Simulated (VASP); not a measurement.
# NaF (Fm-3m) in VASP: further runs

NaF is run at these levels: PBEsol; tasks: vibrations by perturbation theory.

Program: VASP 6.6.1. These are calculated values, not measurements. Logs are shortened: lines on timing, memory, paths and dates and some standing lists are left out, and cuts for length are marked.

## Step 1: The cell of the first run

The structure is cubic, space group Fm-3m (No. 225). Conventional cell: a = 4.336 Å, b = 4.336 Å, c = 4.336 Å, α = 90.00°, β = 90.00°, γ = 90.00°. Na (site symmetry m-3m) has 6 F at 2.17 Å within 2.9 Å. F (site symmetry m-3m) has 6 Na at 2.17 Å within 2.9 Å.

## Step 2: Vibrations by perturbation theory, PBEsol

Contents of INCAR:

```
SYSTEM = NaF
ALGO     = Normal         ! electronic algorithm
EDIFF    = 1E-8           ! SCF threshold, eV
ENCUT    = 520            ! plane-wave cutoff, eV
GGA      = PS             ! functional
IBRION   = 8              ! ionic algorithm
ISIF     = 2              ! what is computed and relaxed
ISMEAR   = 0              ! smearing method
LASPH    = .True.         ! aspherical terms in the spheres
LCHARG   = .False.        ! write CHGCAR
LREAL    = .False.        ! projectors in reciprocal space
LWAVE    = .False.        ! write WAVECAR
NBANDS   = 14             ! bands
NELM     = 100            ! most SCF steps
NSW      = 1              ! ionic steps
PREC     = Accurate       ! precision mode
SIGMA    = 0.01           ! smearing width, eV
```

Contents of KPOINTS:

```
k-points
0
Gamma
  8 8 8
  0 0 0
```

Contents of POSCAR:

```
NaF
1.0
    2.1681094013      2.1681094013      0.0000000000
   -2.1681094013      2.1681094013      0.0000000000
    0.0000000000      2.1681094013      2.1681094013
Na F
1 1
Direct
    0.0000000000      0.0000000000      0.0000000000
    0.5000000000      0.5000000000      0.0000000000
```

Potentials or basis: VASP PAW PBE potentials, release 64 (Na_pv, F).

On the command line:

```console
> cat potpaw_PBE.64/Na_pv/POTCAR potpaw_PBE.64/F/POTCAR > POTCAR
> mpirun -np 1 vasp_std > vasp.out
```

OUTCAR:

```text
SYSTEM = NaF
   EDIFF = 1E-8
   ENCUT = 520
   GGA = PS
   IBRION = 8
   ISIF = 2
   ISMEAR = 0
   LASPH = .True.
   LREAL = .False.
   NELM = 100
   NSW = 1
   PREC = Accurate

 ion  position               nearest neighbor table
   1  0.000  0.000  0.000-   2 2.17   2 2.17   2 2.17   2 2.17   2 2.17   2 2.17
   2  0.500  0.500  0.000-   1 2.17   1 2.17   1 2.17   1 2.17   1 2.17   1 2.17

  LATTYP: Found a face centered cubic cell.
 ALAT       =     4.3362188026

  Lattice vectors:

 A1 = (   0.0000000000,   2.1681094013,   2.1681094013)
 A2 = (   2.1681094013,   0.0000000000,   2.1681094013)
 A3 = (   2.1681094013,   2.1681094013,   0.0000000000)

Analysis of symmetry for initial positions (statically):
=====================================================================
 Subroutine PRICEL returns:
 Original cell was already a primitive cell.

 Routine SETGRP: Setting up the symmetry group for a
 face centered cubic supercell.

 Subroutine GETGRP returns: Found 48 space group operations
 (whereof 48 operations were pure point group operations)
 out of a pool of 48 trial point group operations.

The static configuration has the point symmetry O_h .

Analysis of symmetry for dynamics (positions and initial velocities):
=====================================================================
 Subroutine PRICEL returns:
 Original cell was already a primitive cell.

 Routine SETGRP: Setting up the symmetry group for a
 face centered cubic supercell.

 Subroutine GETGRP returns: Found 48 space group operations
 (whereof 48 operations were pure point group operations)
 out of a pool of 48 trial point group operations.

The dynamic configuration has the point symmetry O_h .

 Subroutine INISYM returns: Found 48 space group operations
 (whereof 48 operations are pure point group operations),
 and found     1 'primitive' translations

----------------------------------------------------------------------------------------

                                     Primitive cell

  volume of cell :      20.3833

  direct lattice vectors                    reciprocal lattice vectors
     2.168109401  2.168109401  0.000000000     0.230615669  0.230615669 -0.230615669
    -2.168109401  2.168109401  0.000000000    -0.230615669  0.230615669 -0.230615669
     0.000000000  2.168109401  2.168109401     0.000000000  0.000000000  0.461231338

  length of vectors
     3.066169720  3.066169720  3.066169720     0.399438056  0.399438056  0.461231338

  position of ions in fractional coordinates (direct lattice)
     0.000000000  0.000000000  0.000000000
     0.500000000  0.500000000  0.000000000

  ion indices of the primitive-cell ions
   primitive index   ion index
                 1           1
                 2           2

----------------------------------------------------------------------------------------

 KPOINTS: k-points

Automatic generation of k-mesh.
 Grid dimensions read from file:
 generate k-points for:    8    8    8

 Generating k-lattice:

  Cartesian coordinates                     Fractional coordinates (reciprocal lattice)
     0.028826959  0.028826959 -0.028826959     0.125000000  0.000000000  0.000000000
    -0.028826959  0.028826959 -0.028826959     0.000000000  0.125000000  0.000000000
     0.000000000  0.000000000  0.057653917     0.000000000  0.000000000  0.125000000

  Length of vectors
     0.049929757  0.049929757  0.057653917

[... 79 lines left out ...]
   LHFCALC =     F    Hartree Fock is set to
   AEXX    =    0.0000 exact exchange contribution
   IVDW    =     0    specifies the selected vdW correction
   LEPSILON=     F    determine dielectric tensor
   LRPA    =     F    only Hartree local field effects (RPA)
 non-spin polarized calculation
 Gauss-broadening in eV      SIGMA  =   0.01
  energy-cutoff  :      520.00
  volume of cell :       20.38
 maximum number of plane-waves:       568
   NGX = 11   NGY = 11   NGZ = 11

--------------------------------------- Ionic step        1  -------------------------------------------

 number of electron      13.9999982 magnetization

 Free energy of the ion-electron system (eV)
  ---------------------------------------------------
  ext. energy  EPLUGINS =         0.00000000
  ---------------------------------------------------
  free energy    TOTEN  =        -8.58456201 eV

  energy without entropy =       -8.58456201  energy(sigma->0) =       -8.58456201

 E-fermi :  -1.1218     XC(G=0): -10.3728

 val. band max:       -1.1735508362   @ k =   0.0000   0.0000   0.0000
 cond. band min:       6.1673111667   @ k =   0.0000   0.0000   0.0000
 fundamental gap:      7.3408620030
 Fermi energy:        -1.1217917468

 k-point     1 :       0.0000    0.0000    0.0000
  band No.  band energies     occupation
      1     -20.6386      2.00000
      2     -19.4095      2.00000
      3     -19.4095      2.00000
      4     -19.4094      2.00000
      5      -1.1736      2.00000
      6      -1.1736      2.00000
      7      -1.1736      2.00000
      8       6.1673      0.00000
      9      19.0563      0.00000
     10      19.0564      0.00000
     11      19.0564      0.00000
     12      22.1863      0.00000
     13      24.8112      0.00000
     14      24.8112      0.00000
[... 377 lines left out ...]
      1     -20.9752      2.00000
      2     -19.5187      2.00000
      3     -19.4704      2.00000
      4     -18.7976      2.00000
      5      -2.9050      2.00000
      6      -1.9491      2.00000
      7      -1.6513      2.00000
      8      11.7848      0.00000
      9      13.0177      0.00000
     10      18.0393      0.00000
     11      20.1142      0.00000
     12      23.1796      0.00000
     13      24.4464      0.00000
     14      30.0446      0.00000

 [... further k-points ...]
[... 5 lines left out ...]
  --------------------------------------------------------------------------------------
  -------------------------------------------------------------------------------------
  Total        1.9582257      1.9582257      1.9582257      0.0000000      0.0000000     -0.0000000
  in kB      153.9216648    153.9216648    153.9216648      0.0000000      0.0000000     -0.0000000
  external PRESSURE =     153.9216648 kB  Pullay stress =       0.0000000 kB

 VOLUME and BASIS-vectors are now :
 -----------------------------------------------------------------------------
  energy-cutoff  :      520.00
  volume of cell :       20.38
      direct lattice vectors                 reciprocal lattice vectors
     2.168109401  2.168109401  0.000000000     0.230615669  0.230615669 -0.230615669
    -2.168109401  2.168109401  0.000000000    -0.230615669  0.230615669 -0.230615669
     0.000000000  2.168109401  2.168109401     0.000000000  0.000000000  0.461231338

 POSITION                                       TOTAL-FORCE (eV/Angst)
 -----------------------------------------------------------------------------------
      0.00000      0.00000      0.00000        -0.000000      0.000000      0.000000
      0.00000      2.16811      0.00000         0.000000     -0.000000      0.000000
 -----------------------------------------------------------------------------------
    total drift:                                0.000000     -0.000000     -0.000000

  FREE ENERGIE OF THE ION-ELECTRON SYSTEM (eV)
  ---------------------------------------------------
  free  energy   TOTEN  =        -8.5845620133 eV

  energy  without entropy=       -8.5845620133  energy(sigma->0) =       -8.58456201

[... ionic steps 2 to 3 ...]

--------------------------------------- Ionic step        4  -------------------------------------------

------------------------ aborting loop because EDIFF is reached ----------------------------------------

[... ionic steps 5 to 6 ...]

--------------------------------------- Ionic step        7  -------------------------------------------

 Free energy of the ion-electron system (eV)
  ---------------------------------------------------
  ---------------------------------------------------
  free energy    TOTEN  =        -0.52375310 eV

  energy without entropy =       -0.52375310

------------------------ aborting loop because EDIFF is reached ----------------------------------------

 INTERNAL STRAIN TENSOR  FOR ION    2  DIRECTION 1   (eV/Angst):
 -----------------------------------------------------------------------------
    -0.08561 -0.00000 -0.00000
     0.00000  0.01843 -0.00000
    -0.00000 -0.00000  0.01843

 INTERNAL STRAIN TENSOR FOR ION    2 for displacements in x,y,z  (eV/Angst):
          X           Y           Z          XY          YZ          ZX
  --------------------------------------------------------------------------------
  x     0.00000     0.00000     0.00000     0.00000     0.00000     0.00000
  y     0.00000     0.00000     0.00000     0.00000     0.00000     0.00000
  z     0.00000     0.00000     0.00000     0.00000     0.00000     0.00000

 SECOND DERIVATIVES (NOT SYMMETRIZED)
 ------------------------------------
               1X          1Y          1Z          2X          2Y          2Z
  1X    -5.248949   -0.000000    0.000000    5.248949    0.000000   -0.000000
  1Y     0.000000   -5.248949   -0.000000   -0.000000    5.248949    0.000000
  1Z    -0.000000   -0.000000   -5.248949    0.000000    0.000000    5.248949
  2X     5.250606    0.000000   -0.000000   -5.250606   -0.000000    0.000000
  2Y    -0.000000    5.250606    0.000000    0.000000   -5.250606   -0.000000
  2Z     0.000000    0.000000    5.250606   -0.000000   -0.000000   -5.250606

 Eigenvectors and eigenvalues of the dynamical matrix
 ----------------------------------------------------

   1 f  =   11.106151 THz    69.782007 2PiTHz  370.461331 cm-1    45.931330 meV
             X         Y         Z           dx          dy          dz
      0.000000  0.000000  0.000000     0.000000    0.672595   -0.000000
      0.000000  2.168109  0.000000     0.000000   -0.740011    0.000000
[... 21 lines left out ...]
   6 f/i=    0.000872 THz     0.005481 2PiTHz    0.029099 cm-1     0.003608 meV
             X         Y         Z           dx          dy          dz
      0.000000  0.000000  0.000000    -0.733068   -0.101130   -0.000000
      0.000000  2.168109  0.000000    -0.666285   -0.091917    0.000000

--------------------------------------------------------------------------------------------------------

 ELASTIC MODULI CONTR FROM IONIC RELAXATION (kBar)
 Direction    XX          YY          ZZ          XY          YZ          ZX
 --------------------------------------------------------------------------------
 XX           0.0000      0.0000      0.0000      0.0000      0.0000      0.0000
 YY           0.0000      0.0000      0.0000      0.0000      0.0000      0.0000
 ZZ           0.0000      0.0000      0.0000      0.0000      0.0000      0.0000
 XY           0.0000      0.0000      0.0000      0.0000      0.0000      0.0000
 YZ           0.0000      0.0000      0.0000      0.0000      0.0000      0.0000
 ZX           0.0000      0.0000      0.0000      0.0000      0.0000      0.0000
 --------------------------------------------------------------------------------
```

Run time: 26 s. Hardware: 1 thread of Intel Xeon 6975P-C (Granite Rapids), shared host; peak memory 0.17 GiB.

Results:

| Property | Result |
| --- | --- |
| Highest phonon frequency at Γ, LO-TO splitting left out | 370 cm⁻¹ |

Phonon frequencies in cm⁻¹ (negative: imaginary):
```csv
q point,frequencies
"(0.000, 0.000, 0.000)",0 0 0 370 370 370
```

Caveat: the cell stands under pressure or tension, which shifts response properties; the PAW data sets were made with another functional, which shifts forces and pressure a little.

(Part 1 of 2 ends here.)
